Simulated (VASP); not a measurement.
# Fe (Im-3m) in VASP: further runs

The runs below take Fe through single point, with LDA.

All numbers are computed with VASP 6.6.1; they aren't measurements. Logs are shortened: lines on timing, memory, paths and dates and some standing lists are left out, and cuts for length are marked.

### 1 The cell of the first run

The structure is cubic, space group Im-3m (No. 229). Conventional cell: a = 2.750 Å, b = 2.750 Å, c = 2.750 Å, α = 90.00°, β = 90.00°, γ = 90.00°. Within 3.1 Å of Fe (site symmetry m-3m) lie 14 Fe at 2.38 to 2.75 Å.

### 2 Single point, LDA

The input, INCAR:

```
SYSTEM = Fe
PREC = Accurate ; ENCUT = 520
EDIFF = 1E-7 ; ISMEAR = 0
SIGMA = 0.05 ; LREAL = .False.
LASPH = .True. ; NELM = 60
ALGO = Normal ; ISIF = 2
LWAVE = .False. ; LCHARG = .False.
GGA = CA ; NBANDS = 10
```

The input, KPOINTS:

```
regular mesh
0
Gamma
  22 22 22
  0 0 0
```

The input, POSCAR:

```
Fe
1.0
   -1.3748523950      1.3748523950      1.3748523950
    1.3748523950     -1.3748523950      1.3748523950
    1.3748523950      1.3748523950     -1.3748523950
Fe
1
Direct
    0.0000000000      0.0000000000      0.0000000000
```

Potentials or basis: VASP PAW LDA potentials, release 64 (Fe).

Run with:

```bash
$ cat potpaw_LDA.64/Fe/POTCAR > POTCAR
$ mpirun -np 1 vasp_std > vasp.out
```

OUTCAR:

```text
SYSTEM = Fe
   PREC = Accurate
   ENCUT = 520
   EDIFF = 1E-7
   ISMEAR = 0
   LREAL = .False.
   LASPH = .True.
   NELM = 60
   ISIF = 2
   GGA = CA

 ion  position               nearest neighbor table
   1  0.000  0.000  0.000-

  LATTYP: Found a body centered cubic cell.
 ALAT       =     2.7497047900

  Lattice vectors:

 A1 = (  -1.3748523950,   1.3748523950,   1.3748523950)
 A2 = (   1.3748523950,  -1.3748523950,   1.3748523950)
 A3 = (   1.3748523950,   1.3748523950,  -1.3748523950)

Analysis of symmetry for initial positions (statically):
=====================================================================
 Subroutine PRICEL returns:
 Original cell was already a primitive cell.

 Routine SETGRP: Setting up the symmetry group for a
 body centered cubic supercell.

 Subroutine GETGRP returns: Found 48 space group operations
 (whereof 48 operations were pure point group operations)
 out of a pool of 48 trial point group operations.

The static configuration has the point symmetry O_h .

Analysis of symmetry for dynamics (positions and initial velocities):
=====================================================================
 Subroutine PRICEL returns:
 Original cell was already a primitive cell.

 Routine SETGRP: Setting up the symmetry group for a
 body centered cubic supercell.

 Subroutine GETGRP returns: Found 48 space group operations
 (whereof 48 operations were pure point group operations)
 out of a pool of 48 trial point group operations.

The dynamic configuration has the point symmetry O_h .

 Subroutine INISYM returns: Found 48 space group operations
 (whereof 48 operations are pure point group operations),
 and found     1 'primitive' translations

----------------------------------------------------------------------------------------

                                     Primitive cell

  volume of cell :      10.3951

  direct lattice vectors                    reciprocal lattice vectors
    -1.374852395  1.374852395  1.374852395     0.000000000  0.363675404  0.363675404
     1.374852395 -1.374852395  1.374852395     0.363675404  0.000000000  0.363675404
     1.374852395  1.374852395 -1.374852395     0.363675404  0.363675404  0.000000000

  length of vectors
     2.381314201  2.381314201  2.381314201     0.514314688  0.514314688  0.514314688

  position of ions in fractional coordinates (direct lattice)
     0.000000000  0.000000000  0.000000000

  ion indices of the primitive-cell ions
   primitive index   ion index
                 1           1

----------------------------------------------------------------------------------------

 KPOINTS: regular mesh

Automatic generation of k-mesh.
 Grid dimensions read from file:
 generate k-points for:   22   22   22

 Generating k-lattice:

  Cartesian coordinates                     Fractional coordinates (reciprocal lattice)
     0.000000000  0.016530700  0.016530700     0.045454545  0.000000000  0.000000000
     0.016530700  0.000000000  0.016530700     0.000000000  0.045454545  0.000000000
     0.016530700  0.016530700  0.000000000     0.000000000  0.000000000  0.045454545

  Length of vectors
     0.023377940  0.023377940  0.023377940

  Shift w.r.t. Gamma in fractional coordinates (k-lattice)
     0.000000000  0.000000000  0.000000000

 Subroutine IBZKPT returns following result:
 ===========================================

 Found    328 irreducible k-points:

 Following reciprocal coordinates:
            Coordinates               Weight
  0.000000  0.000000  0.000000      1.000000
  0.045455  0.000000  0.000000     12.000000
  0.090909  0.000000  0.000000     12.000000
  0.136364  0.000000  0.000000     12.000000
  0.181818  0.000000  0.000000     12.000000
  0.227273  0.000000  0.000000     12.000000
[... 16 lines left out ...]
  0.090909  0.090909  0.000000     24.000000
  0.136364  0.090909  0.000000     48.000000
 [... further k-points ...]
   k-points           NKPTS =    328   k-points in BZ     NKDIM =    328   number of bands    NBANDS=     10
   number of dos      NEDOS =    301   number of ions     NIONS =      1
   total plane-waves  NPLWV =   5832
   dimension x,y,z NGX =    18 NGY =   18 NGZ =   18
   dimension x,y,z NGXF=    36 NGYF=   36 NGZF=   36
   ions per type =               1
   NGX,Y,Z   is equivalent  to a cutoff of  12.57, 12.57, 12.57 a.u.
   NGXF,Y,Z  is equivalent  to a cutoff of  25.13, 25.13, 25.13 a.u.
 SYSTEM =  Fe
   PREC   = accura    normal or accurate (medium, high low for compatibility)
   ISTART =      0    job   : 0-new  1-cont  2-samecut
   ICHARG =      2    charge: 1-file 2-atom 10-const
   ISPIN  =      1    spin polarized calculation?
   LNONCOLLINEAR =      F non collinear calculations
   LSORBIT =      F    spin-orbit coupling
   LASPH  =      T    aspherical Exc in radial PAW
   ENCUT  =  520.0 eV  38.22 Ry    6.18 a.u.   4.43  4.43  4.43*2*pi/ulx,y,z
   NELM   =     60;   NELMIN=  2; NELMDL= -5     # of ELM steps
[... 27 lines left out ...]
   AEXX    =    0.0000 exact exchange contribution
   IVDW    =     0    specifies the selected vdW correction
   LEPSILON=     F    determine dielectric tensor
   LRPA    =     F    only Hartree local field effects (RPA)
 non-spin polarized calculation
 Gauss-broadening in eV      SIGMA  =   0.05
  energy-cutoff  :      520.00
  volume of cell :       10.40
 maximum number of plane-waves:       321
 NGX is ok and might be reduce to    18

 number of electron       7.9999992 magnetization

 Free energy of the ion-electron system (eV)
  ---------------------------------------------------
  ext. energy  EPLUGINS =         0.00000000
  ---------------------------------------------------
  free energy    TOTEN  =        -8.94835383 eV

  energy without entropy =       -8.94431301  energy(sigma->0) =       -8.94633342

 E-fermi :   6.6749     XC(G=0): -13.9556

 val. band max:        6.6730572493   @ k =  -0.3636  -0.4091   0.0909
 cond. band min:       6.6804643610   @ k =  -0.0909   0.0909   0.0455
 fundamental gap:      0.0074071118
 Fermi energy:         6.6748558702

 k-point     1 :       0.0000    0.0000    0.0000
  band No.  band energies     occupation
      1      -2.2156      2.00000
      2       4.8584      2.00000
      3       4.8584      2.00000
      4       4.8584      2.00000
      5       6.6086      1.93926
      6       6.6086      1.93925
      7      32.4939      0.00000
      8      32.4939      0.00000
      9      32.4939      0.00000
     10      38.3374      0.00000

 k-point     2 :       0.0455    0.0000    0.0000
  band No.  band energies     occupation
      1      -2.1232      2.00000
      2       4.8293      2.00000
      3       4.8555      2.00000
      4       4.9130      2.00000
      5       6.5773      1.99423
      6       6.6108      1.92976
      7      31.9664      0.00000
      8      32.3927      0.00000
      9      32.4634      0.00000
     10      37.9904      0.00000

 k-point     3 :       0.0909    0.0000    0.0000
  band No.  band energies     occupation
      1      -1.8499      2.00000
      2       4.7448      2.00000
      3       4.8413      2.00000
      4       5.0740      2.00000
      5       6.4963      2.00000
      6       6.6181      1.89149
      7      30.6459      0.00000
      8      32.0307      0.00000
      9      32.3811      0.00000
     10      37.5145      0.00000

 k-point     4 :       0.1364    0.0000    0.0000
  band No.  band energies     occupation
      1      -1.4086      2.00000
      2       4.6136      2.00000
      3       4.8028      2.00000
      4       5.3338      2.00000
      5       6.4010      2.00000
      6       6.6315      1.77972
      7      28.8862      0.00000
      8      31.3418      0.00000
      9      32.2679      0.00000
     10      36.5182      0.00000
[... 222 lines left out ...]
 k-point    22 :       0.4545    0.0455    0.0000
  band No.  band energies     occupation
      1       1.7625      2.00000
      2       3.5534      2.00000
      3       6.4666      2.00000
      4       6.6034      1.95681
      5       7.2358      0.00000
      6       8.4043      0.00000
      7      15.4824      0.00000
      8      25.5414      0.00000
      9      28.0275      0.00000
     10      32.1263      0.00000

 k-point    23 :       0.0909    0.0909    0.0000
  band No.  band energies     occupation
      1      -1.1504      2.00000
      2       4.6010      2.00000
      3       4.6805      2.00000
      4       5.5234      2.00000
      5       6.3269      2.00000
      6       6.6686      1.13942
      7      28.5251      0.00000
      8      29.7841      0.00000
      9      32.9525      0.00000
     10      34.8145      0.00000

 k-point    24 :       0.1364    0.0909    0.0000
  band No.  band energies     occupation
      1      -0.5772      2.00000
      2       4.4529      2.00000
      3       4.5773      2.00000
      4       5.8884      2.00000
      5       6.2528      2.00000
      6       6.7128      0.28343
      7      26.8635      0.00000
      8      28.6052      0.00000
      9      32.9280      0.00000
     10      33.4388      0.00000

 [... further k-points ...]

------------------------ aborting loop because EDIFF is reached ----------------------------------------

  FORCE on cell =-STRESS in cart. coord.  units (eV):
  Direction    XX          YY          ZZ          XY          YZ          ZX
  --------------------------------------------------------------------------------------
  -------------------------------------------------------------------------------------
  Total       -1.0922676     -1.0922676     -1.0922676     -0.0000000     -0.0000000      0.0000000
  in kB     -168.3493358   -168.3493358   -168.3493358     -0.0000000     -0.0000000      0.0000000
  external PRESSURE =    -168.3493358 kB  Pullay stress =       0.0000000 kB

 VOLUME and BASIS-vectors are now :
 -----------------------------------------------------------------------------
  energy-cutoff  :      520.00
  volume of cell :       10.40
      direct lattice vectors                 reciprocal lattice vectors
    -1.374852395  1.374852395  1.374852395     0.000000000  0.363675404  0.363675404
     1.374852395 -1.374852395  1.374852395     0.363675404  0.000000000  0.363675404
     1.374852395  1.374852395 -1.374852395     0.363675404  0.363675404  0.000000000

 POSITION                                       TOTAL-FORCE (eV/Angst)
 -----------------------------------------------------------------------------------
      0.00000      0.00000      0.00000         0.000000     -0.000000      0.000000
 -----------------------------------------------------------------------------------
    total drift:                                0.000000     -0.000000      0.000000

  FREE ENERGIE OF THE ION-ELECTRON SYSTEM (eV)
  ---------------------------------------------------
  free  energy   TOTEN  =        -8.9483538306 eV

  energy  without entropy=       -8.9443130136  energy(sigma->0) =       -8.94633342
```

Run time: 16 s. Hardware: 1 thread of AMD EPYC 9R45 (Zen 5), shared host; peak memory 0.11 GiB.

Results:

```
Free energy            : -8.9484 eV
Pressure               : -16.8 GPa
Band gap on the k mesh : zero (bands 4 and 5 overlap by 2.16 eV)
```

Caveat: the cell stands under tension; the run has no spin polarisation, though such a crystal can be magnetic.

### 3 Single point, LDA, collinear spin, ferromagnetic start

This run uses another cell than the first one: it holds 2 atoms, not 1.

The input, INCAR:

```
PREC = Accurate
ENCUT = 520
EDIFF = 1E-7
ISMEAR = 0
SIGMA = 0.05
LREAL = F
LASPH = T
NELM = 150
ALGO = Normal
ISIF = 2
LWAVE = F
LCHARG = F
ISPIN = 2
MAGMOM = 2.5 2.5
LORBIT = 11
LMAXMIX = 4
NBANDS = 19
```

The input, KPOINTS:

```
regular mesh
0
Gamma
  12 12 12
```

The input, POSCAR:

```
Fe
1.0
    2.7497047900      0.0000000000      0.0000000000
    0.0000000000      2.7497047900      0.0000000000
    0.0000000000      0.0000000000      2.7497047900
Fe
2
Direct
    0.0000000000      0.0000000000      0.0000000000
    0.5000000000      0.5000000000      0.5000000000
```

Potentials or basis: VASP PAW LDA potentials, release 64 (Fe).

Run with:

```bash
$ cat potpaw_LDA.64/Fe/POTCAR > POTCAR
$ mpirun -np 1 vasp_std > vasp.out
```

It took 29 s on 1 thread of AMD EPYC 9R45 (Zen 5), shared host; peak memory 0.12 GiB.

The run converged. Its results:

* Free energy: -18.4534 eV
* Pressure: -0.1 GPa
* Band gap on the k mesh: zero (filled and empty bands overlap)
* Net moment: 3.98 μB per cell
* Site moments: Fe +1.96 μB
* Valence electrons inside the program's atomic spheres: Fe 7.48

Levels at points of the mesh, in eV from the Fermi level:
Spin up:
| k point | band 6 | band 7 | band 8 | band 9 | band 10 | band 11 | band 12 | band 13 | band 14 | band 15 |
| --- | --- | --- | --- | --- | --- | --- | --- | --- | --- | --- |
| (0.00, 0.00, 0.00) | -2.51 | -0.96 | -0.96 | 0.30 | 0.30 | 0.30 | 10.39 | 10.39 | 10.39 | 16.58 |
| (0.50, 0.00, 0.00) | -2.01 | -2.01 | -2.01 | -1.14 | -1.14 | 0.47 | 0.47 | 18.12 | 18.12 | 18.12 |
| (0.50, 0.50, 0.00) | -0.92 | -0.73 | -0.73 | 0.36 | 0.36 | 0.62 | 0.62 | 8.15 | 8.15 | 18.95 |
| (0.50, 0.50, 0.50) | -3.60 | -0.68 | -0.68 | -0.68 | -0.68 | 9.20 | 9.20 | 9.20 | 9.20 | 9.20 |
Spin down:
| k point | band 2 | band 3 | band 4 | band 5 | band 6 | band 7 | band 8 | band 9 | band 10 | band 11 |
| --- | --- | --- | --- | --- | --- | --- | --- | --- | --- | --- |
| (0.00, 0.00, 0.00) | -3.92 | -3.92 | -0.90 | -0.90 | -0.90 | 1.17 | 1.17 | 2.15 | 2.15 | 2.15 |
| (0.50, 0.00, 0.00) | -4.40 | -1.49 | -1.49 | -0.44 | -0.44 | -0.44 | -0.44 | 0.58 | 0.58 | 2.33 |
| (0.50, 0.50, 0.00) | -4.34 | -2.31 | -2.31 | 0.74 | 0.74 | 1.09 | 1.09 | 1.46 | 1.46 | 2.49 |
| (0.50, 0.50, 0.50) | -2.35 | -2.35 | -2.35 | -2.35 | -2.35 | 1.51 | 1.51 | 1.51 | 1.51 | 10.17 |

### 4 Single point, LDA, collinear spin, antiferromagnetic start

This run uses another cell than the first one: it holds 2 atoms, not 1.

The input, INCAR:

```
PREC = Accurate
ENCUT = 520
EDIFF = 1E-7
ISMEAR = 0
SIGMA = 0.05
LREAL = F
LASPH = T
NELM = 150
ALGO = Fast
ISIF = 2
LWAVE = F
LCHARG = F
ISPIN = 2
MAGMOM = 2.5 -2.5
LORBIT = 11
LMAXMIX = 4
GGA = CA
NBANDS = 19
```

The input, KPOINTS:

```
Automatic mesh
0
Gamma
  12 12 12
```

POSCAR is that of step 3.

Run with:

```bash
$ cat potpaw_LDA.64/Fe/POTCAR > POTCAR
$ mpirun -np 1 vasp_std > vasp.out
```

Run time: 4.4 min. Hardware: 1 thread of AMD EPYC 9R45 (Zen 5), shared host; peak memory 0.12 GiB.

The run converged. Its results:

- Free energy: -17.8951 eV
- Pressure: -16.8 GPa
- Band gap on the k mesh: zero (filled and empty bands overlap)
- Net moment: 0.00 μB per cell
- Valence electrons inside the program's atomic spheres: Fe 7.47

Levels at points of the mesh, in eV from the Fermi level:
Spin up:
| k point | band 6 | band 7 | band 8 | band 9 | band 10 | band 11 |
| --- | --- | --- | --- | --- | --- | --- |
| (0.00, 0.00, 0.00) | -1.81 | -0.06 | -0.06 | 1.08 | 1.08 | 1.08 |
| (0.50, 0.00, 0.00) | -1.32 | -1.32 | -1.32 | -0.40 | -0.40 | 1.24 |
| (0.50, 0.50, 0.00) | -0.07 | 0.19 | 0.19 | 0.58 | 0.58 | 1.41 |
| (0.50, 0.50, 0.50) | -3.03 | 0.24 | 0.24 | 0.24 | 0.24 | 9.63 |
Spin down:
| k point | band 5 | band 6 | band 7 | band 8 | band 9 | band 10 | band 11 | band 12 |
| --- | --- | --- | --- | --- | --- | --- | --- | --- |
| (0.00, 0.00, 0.00) | -1.81 | -1.81 | -0.06 | -0.06 | 1.08 | 1.08 | 1.08 | 10.65 |
| (0.50, 0.00, 0.00) | -1.32 | -1.32 | -1.32 | -1.32 | -0.40 | -0.40 | 1.24 | 1.24 |
| (0.50, 0.50, 0.00) | -0.07 | -0.07 | 0.19 | 0.19 | 0.58 | 0.58 | 1.41 | 1.41 |
| (0.50, 0.50, 0.50) | -3.03 | -3.03 | 0.24 | 0.24 | 0.24 | 0.24 | 9.63 | 9.63 |

Caveat: the cell stands under tension.

### 5 Single point, LDA, collinear spin, ferromagnetic start (9.98 Å³/atom)

This run uses another cell than the first one, of 9.98 Å³/atom.

The input, INCAR:

```
SYSTEM = Fe
PREC = Accurate
ENCUT = 520
EDIFF = 1E-6
ISMEAR = 0
SIGMA = 0.05
LREAL = .False.
LASPH = .True.
NELM = 150
ALGO = Fast
ISIF = 2
LWAVE = .False.
LCHARG = .False.
ISPIN = 2
MAGMOM = 2.13
LORBIT = 11
LMAXMIX = 4
GGA = CA
NBANDS = 14
```

The input, KPOINTS:

```
Automatic mesh
0
Gamma
  22 22 22
  0 0 0
```

The input, POSCAR:

```
Fe
1.0
   -1.3562710308      1.3562710308      1.3562710308
    1.3562710308     -1.3562710308      1.3562710308
    1.3562710308      1.3562710308     -1.3562710308
Fe
1
Direct
    0.0000000000      0.0000000000      0.0000000000
```

Run with:

```bash
$ cat potpaw_LDA.64/Fe/POTCAR > POTCAR
$ mpirun -np 1 vasp_std > vasp.out
```

It took 51 s on 1 thread of AMD EPYC 9R45 (Zen 5), shared host; peak memory 0.14 GiB.

It converged, with:

| Item | Value |
| --- | --- |
| Free energy | -9.2118 eV |
| Pressure | 10.3 GPa |
| Net moment | 1.87 μB per cell |
| Site moments | Fe +1.84 μB |
| Valence electrons inside the program's atomic spheres | Fe 7.58 |

Levels at points of the mesh, in eV from the Fermi level:
Spin up:
| k point | band 3 | band 4 | band 5 | band 6 | band 7 | band 8 |
| --- | --- | --- | --- | --- | --- | --- |
| (0.00, 0.00, 0.00) | -2.61 | -2.61 | -0.96 | -0.96 | 26.06 | 26.06 |
| (0.50, 0.00, 0.00) | -0.91 | -0.70 | 0.34 | 0.72 | 8.56 | 19.28 |
| (0.50, 0.50, 0.50) | 0.38 | 0.38 | 0.38 | 10.70 | 10.70 | 10.70 |
Spin down:
| k point | band 1 | band 2 | band 3 | band 4 | band 5 | band 6 | band 7 | band 8 |
| --- | --- | --- | --- | --- | --- | --- | --- | --- |
| (0.00, 0.00, 0.00) | -9.00 | -1.09 | -1.09 | -1.09 | 1.08 | 1.08 | 26.24 | 26.24 |
| (0.50, 0.00, 0.00) | -4.67 | -2.59 | 0.72 | 1.00 | 1.39 | 2.48 | 9.75 | 19.59 |
| (0.50, 0.50, 0.50) | -4.29 | -4.29 | 2.12 | 2.12 | 2.12 | 11.15 | 11.15 | 11.15 |

Caveat: the cell stands under pressure.

### 6 Single point, LDA, collinear spin, ferromagnetic start (10.40 Å³/atom)

The input, INCAR:

```
PREC = Accurate
ENCUT = 520
EDIFF = 1E-6
ISMEAR = 0
SIGMA = 0.05
LREAL = False
LASPH = True
NELM = 150
ALGO = Normal
ISIF = 2
LWAVE = False
LCHARG = True
ISPIN = 2
MAGMOM = 2.2
LORBIT = 11
LMAXMIX = 4
GGA = CA
LELF = True
LVHAR = True
NBANDS = 14
```

The input, KPOINTS:

```
Automatic mesh
0
Gamma
  22 22 22
```

The input, POSCAR:

```
Fe
1.0
   -1.3748523950      1.3748523950      1.3748523950
    1.3748523950     -1.3748523950      1.3748523950
    1.3748523950      1.3748523950     -1.3748523950
Fe
1
Direct
    0.0000000000      0.0000000000      0.0000000000
```

Potentials or basis: VASP PAW LDA potentials, release 64 (Fe).

Run with:

```bash
$ cat potpaw_LDA.64/Fe/POTCAR > POTCAR
$ mpirun -np 1 vasp_std > vasp.out
```

It took 47 s on 1 thread of AMD EPYC 9R45 (Zen 5), shared host; peak memory 0.14 GiB.

It converged, with:

```yaml
Free_energy: -9.2233 eV
Pressure: -1.0 GPa
Net_moment: 1.94 μB per cell
Site_moments: Fe +1.91 μB
Valence_electrons_inside_the_program's_atomic_spheres: Fe 7.48
```

Levels at points of the mesh, in eV from the Fermi level:
Spin up:
```tsv
k point	band 1	band 2	band 3	band 4	band 5	band 6	band 7	band 8	band 9	band 10
(0.00, 0.00, 0.00)	-9.10	-2.50	-2.50	-2.50	-0.95	-0.95	25.68	25.68	25.68	31.43
(0.50, 0.00, 0.00)	-5.47	-3.76	-0.91	-0.72	0.36	0.63	8.16	18.95	21.44	24.69
(0.50, 0.50, 0.50)	-5.38	-5.38	0.31	0.31	0.31	10.40	10.40	10.40	16.59	16.59
```
Spin down:
| k point | band 1 | band 2 | band 3 | band 4 | band 5 | band 6 | band 7 | band 8 |
| --- | --- | --- | --- | --- | --- | --- | --- | --- |
| (0.00, 0.00, 0.00) | -8.73 | -0.92 | -0.92 | -0.92 | 1.14 | 1.14 | 25.85 | 25.85 |
| (0.50, 0.00, 0.00) | -4.36 | -2.34 | 0.73 | 1.06 | 1.43 | 2.46 | 9.37 | 19.26 |
| (0.50, 0.50, 0.50) | -3.95 | -3.95 | 2.12 | 2.12 | 2.12 | 10.85 | 10.85 | 10.85 |

### 7 The runs side by side

```csv
spin,cell,k mesh,gap on the mesh (eV),pressure (GPa),moment (μB)
off,"a = 2.381 Å, angles 109.5°, 1 atom, atomic positions A",22 × 22 × 22,none,-16.8,-
"collinear, ferromagnetic start","a = 2.750 Å, 2 atoms, atomic positions B",12 × 12 × 12,none,-0.1,3.98
"collinear, ferromagnetic start","a = 2.349 Å, angles 109.5°, 1 atom, atomic positions A",22 × 22 × 22,none,10.3,1.87
"collinear, ferromagnetic start","a = 2.381 Å, angles 109.5°, 1 atom, atomic positions A",22 × 22 × 22,none,-1.0,1.94
```

Alike in all rows: task single point; level LDA; potentials or basis VASP PAW LDA potentials, release 64 (Fe); cutoff (eV) 520; smearing gaussian 0.05 eV.

Caveats: the cell stands under tension (at least some runs); the cell stands under pressure (at least some runs).

Total energies depend on the potentials used, so only differences within one code and one set of settings carry meaning.
